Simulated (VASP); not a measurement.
# Re (P6_3/mmc) in VASP: vibrations by perturbation theory with LDA

Aim: the vibrations by perturbation theory of Re with LDA.

Everything below comes from runs of VASP 6.6.1. Logs are shortened: lines on timing, memory, paths and dates and some standing lists are left out, and cuts for length are marked.

## (1) The cell of the first run

The structure is hexagonal, space group P6_3/mmc (No. 194). Conventional cell: a = 2.766 Å, b = 2.766 Å, c = 8.939 Å, α = 90.00°, β = 90.00°, γ = 120.00°. Re (site symmetry -6m2) has 12 Re at 2.75 to 2.77 Å within 3.6 Å. Within 3.6 Å of Re (site symmetry -3m) lie 12 Re at 2.75 to 2.77 Å.

## (2) Vibrations by perturbation theory, LDA

Input file INCAR:

```
SYSTEM = Re
ALGO     = Fast           ! electronic algorithm
EDIFF    = 1E-8           ! SCF threshold, eV
ENCUT    = 520            ! plane-wave cutoff, eV
IBRION   = 8              ! ionic algorithm
ISIF     = 2              ! what is computed and relaxed
ISMEAR   = -1             ! smearing method
LASPH    = .True.         ! aspherical terms in the spheres
LCHARG   = .False.        ! write CHGCAR
LREAL    = .False.        ! projectors in reciprocal space
LWAVE    = .False.        ! write WAVECAR
NBANDS   = 22             ! bands
NELM     = 80             ! most SCF steps
NSW      = 1              ! ionic steps
PREC     = Accurate       ! precision mode
SIGMA    = 0.05           ! smearing width, eV
```

Input file KPOINTS:

```
k-points
0
Gamma
  8 8 3
  0 0 0
```

Input file POSCAR:

```
Re
1.0
    2.7663873939      0.0000000000      0.0000000000
   -1.3831936969      2.3957617598      0.0000000000
    0.0000000000      0.0000000000      8.9388451600
Re
4
Direct
    0.6666666667      0.3333333333      0.7500000000
    0.0000000000      0.0000000000      0.5000000000
    0.3333333333      0.6666666667      0.2500000000
    0.0000000000      0.0000000000      0.0000000000
```

Potentials or basis: VASP PAW LDA potentials, release 64 (Re).

The run is started by

```bash
> cat potpaw_LDA.64/Re/POTCAR > POTCAR
> mpirun -np 1 vasp_std > vasp.out
```

OUTCAR:

```text
SYSTEM = Re
   EDIFF = 1E-8
   ENCUT = 520
   IBRION = 8
   ISIF = 2
   ISMEAR = -1
   LASPH = .True.
   LREAL = .False.
   NELM = 80
   NSW = 1
   PREC = Accurate

 ion  position               nearest neighbor table
   1  0.667  0.333  0.750-   2 2.75   4 2.75   2 2.75   4 2.75   2 2.75   4 2.75
   2  0.000  0.000  0.500-   1 2.75   3 2.75   3 2.75   1 2.75   1 2.75   3 2.75
   3  0.333  0.667  0.250-   2 2.75   4 2.75   2 2.75   4 2.75   2 2.75   4 2.75
   4  0.000  0.000  0.000-   1 2.75   3 2.75   3 2.75   1 2.75   1 2.75   3 2.75

  LATTYP: Found a hexagonal cell.
 ALAT       =     2.7663873939
 C/A-ratio  =     3.2312340563

  Lattice vectors:

 A1 = (   2.7663873939,   0.0000000000,   0.0000000000)
 A2 = (  -1.3831936969,   2.3957617598,   0.0000000000)
 A3 = (   0.0000000000,   0.0000000000,   8.9388451600)

Analysis of symmetry for initial positions (statically):
=====================================================================
 Subroutine PRICEL returns:
 Original cell was already a primitive cell.

 Routine SETGRP: Setting up the symmetry group for a
 hexagonal supercell.

 Subroutine GETGRP returns: Found 24 space group operations
 (whereof 12 operations were pure point group operations)
 out of a pool of 24 trial point group operations.

The static configuration has the point symmetry D_3d.
 The point group associated with its full space group is D_6h.

Analysis of symmetry for dynamics (positions and initial velocities):
=====================================================================
 Subroutine PRICEL returns:
 Original cell was already a primitive cell.

 Routine SETGRP: Setting up the symmetry group for a
 hexagonal supercell.

 Subroutine GETGRP returns: Found 24 space group operations
 (whereof 12 operations were pure point group operations)
 out of a pool of 24 trial point group operations.

The dynamic configuration has the point symmetry D_3d.
 The point group associated with its full space group is D_6h.

 Subroutine INISYM returns: Found 24 space group operations
 (whereof 12 operations are pure point group operations),
 and found     1 'primitive' translations

----------------------------------------------------------------------------------------

                                     Primitive cell

  volume of cell :      59.2431

  direct lattice vectors                    reciprocal lattice vectors
     2.766387394  0.000000000  0.000000000     0.361482272  0.208701887  0.000000000
    -1.383193697  2.395761760  0.000000000     0.000000000  0.417403774  0.000000000
     0.000000000  0.000000000  8.938845160     0.000000000  0.000000000  0.111871274

  length of vectors
     2.766387394  2.766387394  8.938845160     0.417403774  0.417403774  0.111871274

  position of ions in fractional coordinates (direct lattice)
     0.666666667  0.333333333  0.750000000
     0.000000000  0.000000000  0.500000000
     0.333333333  0.666666667  0.250000000
     0.000000000  0.000000000  0.000000000

  ion indices of the primitive-cell ions
   primitive index   ion index
                 1           1
                 2           2
                 3           3
                 4           4

----------------------------------------------------------------------------------------

 KPOINTS: k-points

Automatic generation of k-mesh.
 Grid dimensions read from file:
 generate k-points for:    8    8    3

 Generating k-lattice:

  Cartesian coordinates                     Fractional coordinates (reciprocal lattice)
     0.045185284  0.026087736  0.000000000     0.125000000  0.000000000  0.000000000
     0.000000000  0.052175472  0.000000000     0.000000000  0.125000000  0.000000000
[... 76 lines left out ...]
  Thomas-Fermi vector in A             =   2.407934
   LORBIT       =      0    0 simple, 1 ext, 2 COOP (PROOUT), +10 PAW based schemes
   GGA     = CA    functional components
   LHFCALC =     F    Hartree Fock is set to
   AEXX    =    0.0000 exact exchange contribution
   IVDW    =     0    specifies the selected vdW correction
   LEPSILON=     F    determine dielectric tensor
   LRPA    =     F    only Hartree local field effects (RPA)
 non-spin polarized calculation
 RMM-DIIS sequential band-by-band and
  energy-cutoff  :      520.00
  volume of cell :       59.24
 maximum number of plane-waves:      1609
 NGX is ok and might be reduce to    24
   NGX = 11   NGY = 11   NGZ = 33

--------------------------------------- Ionic step        1  -------------------------------------------

 number of electron      27.9999999 magnetization

 Free energy of the ion-electron system (eV)
  ---------------------------------------------------
  ext. energy  EPLUGINS =         0.00000000
  ---------------------------------------------------
  free energy    TOTEN  =       -54.97721579 eV

  energy without entropy =      -54.94887125  energy(sigma->0) =      -54.96304352

 E-fermi :   7.8938     XC(G=0): -13.8075

 val. band max:        7.8910865621   @ k =   0.1250   0.0000   0.0000
 cond. band min:       7.9922029554   @ k =   0.3750   0.1250   0.0000
 fundamental gap:      0.1011163933
 Fermi energy:         7.8937593323

 k-point     1 :       0.0000    0.0000    0.0000
  band No.  band energies     occupation
      1      -1.9844      2.00000
      2       0.2910      2.00000
      3       0.3970      2.00000
      4       1.2167      2.00000
      5       5.3479      2.00000
      6       5.4340      2.00000
[... 489 lines left out ...]
     21      14.7651      0.00000
     22      15.1179      0.00000

------------------------ aborting loop because EDIFF is reached ----------------------------------------

  FORCE on cell =-STRESS in cart. coord.  units (eV):
  Direction    XX          YY          ZZ          XY          YZ          ZX
  --------------------------------------------------------------------------------------
  -------------------------------------------------------------------------------------
  Total       -3.8808330     -3.8808330     -4.6053597     -0.0000000      0.0000000     -0.0000000
  in kB     -104.9536378   -104.9536378   -124.5478101     -0.0000000      0.0000000     -0.0000000
  external PRESSURE =    -111.4850286 kB  Pullay stress =       0.0000000 kB

 VOLUME and BASIS-vectors are now :
 -----------------------------------------------------------------------------
  energy-cutoff  :      520.00
  volume of cell :       59.24
      direct lattice vectors                 reciprocal lattice vectors
     2.766387394  0.000000000  0.000000000     0.361482272  0.208701887  0.000000000
    -1.383193697  2.395761760  0.000000000     0.000000000  0.417403774  0.000000000
     0.000000000  0.000000000  8.938845160     0.000000000  0.000000000  0.111871274

 POSITION                                       TOTAL-FORCE (eV/Angst)
 -----------------------------------------------------------------------------------
      1.38319      0.79859      6.70413         0.000000     -0.000000     -0.000000
      0.00000      0.00000      4.46942         0.000000      0.000000      0.000000
     -0.00000      1.59717      2.23471        -0.000000      0.000000      0.000000
      0.00000      0.00000      0.00000         0.000000      0.000000      0.000000
 -----------------------------------------------------------------------------------
    total drift:                               -0.000000      0.000000      0.000000

  FREE ENERGIE OF THE ION-ELECTRON SYSTEM (eV)
  ---------------------------------------------------
  free  energy   TOTEN  =       -54.9772157871 eV

  energy  without entropy=      -54.9488712488  energy(sigma->0) =      -54.96304352

[... ionic steps 2 to 3 ...]

--------------------------------------- Ionic step        4  -------------------------------------------

------------------------ aborting loop because EDIFF is reached ----------------------------------------
[... 11 lines left out ...]
[... ionic steps 8 to 8 ...]

--------------------------------------- Ionic step        9  -------------------------------------------

 Free energy of the ion-electron system (eV)
  ---------------------------------------------------
  ---------------------------------------------------
  free energy    TOTEN  =        -0.20887801 eV

  energy without entropy =       -0.20887804

------------------------ aborting loop because EDIFF is reached ----------------------------------------

 INTERNAL STRAIN TENSOR  FOR ION    2  DIRECTION 3   (eV/Angst):
 -----------------------------------------------------------------------------
     0.01684  0.00000 -0.00000
     0.00000  0.01684  0.00000
    -0.00000  0.00000 -0.03600

 INTERNAL STRAIN TENSOR FOR ION    4 for displacements in x,y,z  (eV/Angst):
          X           Y           Z          XY          YZ          ZX
  --------------------------------------------------------------------------------
  x     0.00000     0.00000     0.00000     0.00000     0.00000     0.00000
  y     0.00000     0.00000     0.00000     0.00000     0.00000     0.00000
  z     0.00000     0.00000     0.00000     0.00000     0.00000     0.00000

 SECOND DERIVATIVES (NOT SYMMETRIZED)
 ------------------------------------
               1X          1Y          1Z          2X          2Y          2Z          3X          3Y          3Z          4X          4Y          4Z
  1X    -3.996405   -0.000000    0.000000    2.197325    0.000000    0.000000   -0.398244   -0.000000    0.000000    2.197325    0.000000   -0.000000
  1Y    -0.000000   -3.996405    0.000000    0.000000    2.197325    0.000000   -0.000000   -0.398244    0.000000    0.000000    2.197325    0.000000
  1Z     0.000000   -0.000000  -12.075866   -0.000000    0.000000    3.274202    0.000000    0.000000    5.527463    0.000000    0.000000    3.274202
  2X     2.188746    0.000000    0.000000   -4.777450   -0.000000    0.000000    2.188746    0.000000    0.000000    0.399957    0.000000    0.000000
  2Y     0.000000    2.188746    0.000000   -0.000000   -4.777450    0.000000    0.000000    2.188746    0.000000    0.000000    0.399957    0.000000
  2Z    -0.000000   -0.000000    3.264798    0.000000   -0.000000  -12.924636   -0.000000   -0.000000    3.264798    0.000000   -0.000000    6.395040
  3X    -0.398244   -0.000000    0.000000    2.197325    0.000000    0.000000   -3.996405   -0.000000    0.000000    2.197325    0.000000   -0.000000
  3Y    -0.000000   -0.398244    0.000000    0.000000    2.197325    0.000000   -0.000000   -3.996405    0.000000    0.000000    2.197325    0.000000
  3Z     0.000000    0.000000    5.527463   -0.000000    0.000000    3.274202    0.000000   -0.000000  -12.075866    0.000000    0.000000    3.274202
  4X     2.188746    0.000000    0.000000    0.399957    0.000000    0.000000    2.188746    0.000000    0.000000   -4.777450   -0.000000    0.000000
  4Y     0.000000    2.188746    0.000000    0.000000    0.399957    0.000000    0.000000    2.188746    0.000000   -0.000000   -4.777450    0.000000
  4Z    -0.000000    0.000000    3.264798   -0.000000   -0.000000    6.395040    0.000000    0.000000    3.264798   -0.000000    0.000000  -12.924636

 Eigenvectors and eigenvalues of the dynamical matrix
 ----------------------------------------------------

   1 f  =    5.035616 THz    31.639711 2PiTHz  167.970083 cm-1    20.825627 meV
             X         Y         Z           dx          dy          dz
      1.383194  0.798587  6.704134    -0.000000    0.000000    0.000000
      0.000000  0.000000  4.469423     0.000000   -0.000000    0.707107
     -0.000000  1.597175  2.234711    -0.000000    0.000000    0.000000
      0.000000  0.000000  0.000000    -0.000000   -0.000000   -0.707107
[... 71 lines left out ...]
  12 f/i=    0.003318 THz     0.020849 2PiTHz    0.110686 cm-1     0.013723 meV
             X         Y         Z           dx          dy          dz
      1.383194  0.798587  6.704134    -0.359304    0.347004    0.000000
      0.000000  0.000000  4.469423    -0.360008    0.347683   -0.000000
     -0.000000  1.597175  2.234711    -0.359304    0.347004    0.000000
      0.000000  0.000000  0.000000    -0.360008    0.347683    0.000000

--------------------------------------------------------------------------------------------------------

 ELASTIC MODULI CONTR FROM IONIC RELAXATION (kBar)
 Direction    XX          YY          ZZ          XY          YZ          ZX
 --------------------------------------------------------------------------------
 XX        -470.6136    470.6136      0.0000     -0.0000      0.0000     -0.0000
 YY         470.6136   -470.6136     -0.0000     -0.0000     -0.0000      0.0000
 ZZ           0.0000     -0.0000     -0.0000     -0.0000      0.0000     -0.0000
 XY          -0.0000     -0.0000     -0.0000   -470.6136      0.0000     -0.0000
 YZ           0.0000     -0.0000      0.0000      0.0000     -0.0000      0.0000
 ZX          -0.0000      0.0000     -0.0000     -0.0000      0.0000     -0.0000
 --------------------------------------------------------------------------------
```

Wall time 4.3 min (1 thread of Intel Xeon 6975P-C (Granite Rapids), shared host); peak memory 0.31 GiB.

Results:

```yaml
Highest_phonon_frequency_at_Γ: 168 cm⁻¹
```

Phonon frequencies in cm⁻¹ (negative: imaginary):
```
              q point                            frequencies
(0.000, 0.000, 0.000)  0 0 0 72 72 87 87 113 113 138 160 168
```

Caveat: the cell wasn't relaxed at this level first, which shifts response properties; spin-orbit coupling is left out, which moves the levels of the heavy elements.
